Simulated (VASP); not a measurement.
# BaTiO3 (Pm-3m) in VASP: single point with PBE

Aim: the single point of BaTiO3 with PBE.

All numbers are computed with VASP 6.6.1; they aren't measurements. Logs are shortened: lines on timing, memory, paths and dates and some standing lists are left out, and cuts for length are marked.

### 1 The cell of the first run

Symmetry: Pm-3m, No. 221, cubic system. Conventional cell: a = 4.019 Å, b = 4.019 Å, c = 4.019 Å, α = 90.00°, β = 90.00°, γ = 90.00°. Ba (site symmetry m-3m) has 12 O at 2.84 Å and 8 Ti at 3.48 Å within 3.7 Å. Ti (site symmetry m-3m) has 6 O at 2.01 Å within 2.7 Å. Within 2.7 Å of O (site symmetry 4/mmm) lie 2 Ti at 2.01 Å.

### 2 Single point, PBE

POSCAR

```
BaTiO3
1.0
    4.0192633565      0.0000000000      0.0000000000
    0.0000000000      4.0192633565      0.0000000000
    0.0000000000      0.0000000000      4.0192633565
Ba Ti O
1 1 3
Direct
    0.5000000000      0.5000000000      0.5000000000
    0.0000000000      0.0000000000      0.0000000000
    0.5000000000      0.0000000000      0.0000000000
    0.0000000000      0.5000000000      0.0000000000
    0.0000000000      0.0000000000      0.5000000000
```

INCAR.step1

```
PREC = Accurate
ENCUT = 520
EDIFF = 1E-6
ISMEAR = 0
SIGMA = 0.05
LREAL = F
LASPH = T
NELM = 60
ALGO = Normal
ISIF = 2
LWAVE = F
LCHARG = T
LMAXMIX = 4
GGA = PE
NBANDS = 28
```

KPOINTS.step1

```
regular mesh
0
Gamma
  6 6 6
```

INCAR.step2

```
PREC = Accurate
ENCUT = 520
EDIFF = 1E-6
ISMEAR = -5
SIGMA = 0.05
LREAL = F
LASPH = T
NELM = 60
ALGO = Normal
ISIF = 2
LWAVE = F
LCHARG = F
LMAXMIX = 4
GGA = PE
LORBIT = 11
NEDOS = 1001
ICHARG = 11
```

KPOINTS.step2

```
regular mesh
0
Gamma
  9 9 9
```

Potentials or basis: VASP PAW PBE potentials, release 64 (Ba_sv, Ti_sv, O).

On the command line:

```sh
> cat potpaw_PBE.64/Ba_sv/POTCAR potpaw_PBE.64/Ti_sv/POTCAR potpaw_PBE.64/O/POTCAR > POTCAR
> cp INCAR.step1 INCAR
> cp KPOINTS.step1 KPOINTS
> mpirun -np 1 vasp_std > vasp.out
> cp INCAR.step2 INCAR
> cp KPOINTS.step2 KPOINTS
> mpirun -np 1 vasp_std > vasp.out
```

OUTCAR:

```text
PREC = Accurate
   ENCUT = 520
   EDIFF = 1E-6
   ISMEAR = -5
   LREAL = F
   LASPH = T
   NELM = 60
   ISIF = 2
   GGA = PE
   LORBIT = 11
   ICHARG = 11

 ion  position               nearest neighbor table
   1  0.500  0.500  0.500-   3 2.84   4 2.84   5 2.84   3 2.84   4 2.84   3 2.84   5 2.84   3 2.84
                             4 2.84   5 2.84   4 2.84   5 2.84   2 3.48   2 3.48   2 3.48   2 3.48
   2  0.000  0.000  0.000-   3 2.01   4 2.01   5 2.01   5 2.01   4 2.01   3 2.01   1 3.48   1 3.48
                             1 3.48   1 3.48   1 3.48   1 3.48   1 3.48   1 3.48
   3  0.500  0.000  0.000-   2 2.01   2 2.01   1 2.84   1 2.84   1 2.84   1 2.84
   4  0.000  0.500  0.000-   2 2.01   2 2.01   1 2.84   1 2.84   1 2.84   1 2.84
   5  0.000  0.000  0.500-   2 2.01   2 2.01   1 2.84   1 2.84   1 2.84   1 2.84

  LATTYP: Found a simple cubic cell.
 ALAT       =     4.0192633565

  Lattice vectors:

 A1 = (   4.0192633565,   0.0000000000,   0.0000000000)
 A2 = (   0.0000000000,   4.0192633565,   0.0000000000)
 A3 = (   0.0000000000,   0.0000000000,   4.0192633565)

Analysis of symmetry for initial positions (statically):
=====================================================================
 Subroutine PRICEL returns:
 Original cell was already a primitive cell.

 Routine SETGRP: Setting up the symmetry group for a
 simple cubic supercell.

 Subroutine GETGRP returns: Found 48 space group operations
 (whereof 48 operations were pure point group operations)
 out of a pool of 48 trial point group operations.

The static configuration has the point symmetry O_h .

Analysis of symmetry for dynamics (positions and initial velocities):
=====================================================================
 Subroutine PRICEL returns:
 Original cell was already a primitive cell.

 Routine SETGRP: Setting up the symmetry group for a
 simple cubic supercell.

 Subroutine GETGRP returns: Found 48 space group operations
 (whereof 48 operations were pure point group operations)
 out of a pool of 48 trial point group operations.

The dynamic configuration has the point symmetry O_h .

 Subroutine INISYM returns: Found 48 space group operations
 (whereof 48 operations are pure point group operations),
 and found     1 'primitive' translations

----------------------------------------------------------------------------------------

                                     Primitive cell

  volume of cell :      64.9291

  direct lattice vectors                    reciprocal lattice vectors
[... 108 lines left out ...]
   EMIN   =  10.00;   EMAX   =-10.00  energy-range for DOS
   EFERMI =   0.00;   METHOD = LEGACY
   ISMEAR =    -5;   SIGMA  =   0.05  broadening in eV -4-tet -1-fermi 0-gaus
   EFERMI_NEDOS =   21; number of points for ismear=-14 and -15
   IALGO  =     38    algorithm
   IMIX   =      4    mixing-type and parameters
     AMIX     =   0.40;   BMIX     =  1.00
     AMIX_MAG =   1.60;   BMIX_MAG =  1.00
  volume/ion in A,a.u.               =      12.99        87.63
  Fermi-wavevector in a.u.,A,eV,Ry     =   1.392991  2.632372 26.401077  1.940424
  Thomas-Fermi vector in A             =   2.516680
   LORBIT       =     11    0 simple, 1 ext, 2 COOP (PROOUT), +10 PAW based schemes
   GGA     = PE    functional components
   LHFCALC =     F    Hartree Fock is set to
   AEXX    =    0.0000 exact exchange contribution
   IVDW    =     0    specifies the selected vdW correction
   LEPSILON=     F    determine dielectric tensor
   LRPA    =     F    only Hartree local field effects (RPA)
 non-spin polarized calculation
 Fermi weights with tetrahedron method with Bloechl corrections
  energy-cutoff  :      520.00
  volume of cell :       64.93
 maximum number of plane-waves:      1771
 NGX is ok and might be reduce to    30

 number of electron      39.9999976 magnetization

 Free energy of the ion-electron system (eV)
  ---------------------------------------------------
  ext. energy  EPLUGINS =         0.00000000
  ---------------------------------------------------
  free energy    TOTEN  =       -39.98177502 eV

  energy without entropy =      -39.98177502  energy(sigma->0) =      -39.98177502

 E-fermi :   3.7469     XC(G=0): -11.1942

 val. band max:        3.7017889865   @ k =   0.4444   0.4444   0.4444
 cond. band min:       5.4565955538   @ k =   0.0000   0.0000   0.0000
 fundamental gap:      1.7548065673
 Fermi energy:         3.7468904555

 k-point     1 :       0.0000    0.0000    0.0000
  band No.  band energies     occupation
      1     -52.9541      2.00000
      2     -29.1583      2.00000
      3     -29.1583      2.00000
      4     -29.1583      2.00000
      5     -21.1054      2.00000
      6     -13.1261      2.00000
[... 637 lines left out ...]
     23       7.3996      0.00000
     24       8.7072      0.00000

 [... further k-points ...]

------------------------ aborting loop because EDIFF is reached ----------------------------------------

  FORCE on cell =-STRESS in cart. coord.  units (eV):
  Direction    XX          YY          ZZ          XY          YZ          ZX
  --------------------------------------------------------------------------------------
  -------------------------------------------------------------------------------------
  Total        0.6965700      0.6965700      0.6965700     -0.0000000      0.0000000     -0.0000000
  in kB       17.1884188     17.1884188     17.1884188     -0.0000000      0.0000000     -0.0000000
  external PRESSURE =      17.1884188 kB  Pullay stress =       0.0000000 kB

 VOLUME and BASIS-vectors are now :
 -----------------------------------------------------------------------------
  energy-cutoff  :      520.00
  volume of cell :       64.93
      direct lattice vectors                 reciprocal lattice vectors
     4.019263356  0.000000000  0.000000000     0.248801811  0.000000000  0.000000000
     0.000000000  4.019263356  0.000000000     0.000000000  0.248801811  0.000000000
     0.000000000  0.000000000  4.019263356     0.000000000  0.000000000  0.248801811

 POSITION                                       TOTAL-FORCE (eV/Angst)
 -----------------------------------------------------------------------------------
      2.00963      2.00963      2.00963         0.000000      0.000000      0.000000
      0.00000      0.00000      0.00000         0.000000      0.000000      0.000000
      2.00963      0.00000      0.00000         0.000000      0.000000      0.000000
      0.00000      2.00963      0.00000         0.000000      0.000000      0.000000
      0.00000      0.00000      2.00963         0.000000      0.000000      0.000000
 -----------------------------------------------------------------------------------
    total drift:                                0.000000     -0.000000      0.000000

  FREE ENERGIE OF THE ION-ELECTRON SYSTEM (eV)
  ---------------------------------------------------
  free  energy   TOTEN  =       -39.9817750196 eV

  energy  without entropy=      -39.9817750196  energy(sigma->0) =      -39.98177502

 total charge

# of ion       s       p       d       tot
------------------------------------------
    1        2.007   5.651   0.322   7.980
    2        2.206   6.261   1.685  10.152
    3        1.563   3.461   0.000   5.025
    4        1.563   3.461   0.000   5.025
    5        1.563   3.461   0.000   5.025
--------------------------------------------------
tot          8.904  22.296   2.007  33.207
```

OUTCAR.step1:

```text
PREC = Accurate
   ENCUT = 520
   EDIFF = 1E-6
   ISMEAR = 0
   LREAL = F
[... 848 lines left out ...]
      0.00000      0.00000      0.00000         0.000000      0.000000      0.000000
      2.00963      0.00000      0.00000         0.000000      0.000000      0.000000
      0.00000      2.00963      0.00000         0.000000      0.000000      0.000000
      0.00000      0.00000      2.00963         0.000000      0.000000      0.000000
 -----------------------------------------------------------------------------------
    total drift:                                0.000000     -0.000000      0.000000

  FREE ENERGIE OF THE ION-ELECTRON SYSTEM (eV)
  ---------------------------------------------------
  free  energy   TOTEN  =       -39.9811711772 eV

  energy  without entropy=      -39.9811711772  energy(sigma->0) =      -39.98117118
```

Wall time 55 s (1 thread of Intel Xeon Platinum 8488C (Sapphire Rapids), shared host); peak memory 0.2 GiB.

What came out:

* Valence electrons inside the program's atomic spheres: Ba 7.98; Ti 10.15; O 5.03

Caveat: spin-orbit coupling is left out, which moves the levels of the heavy elements.
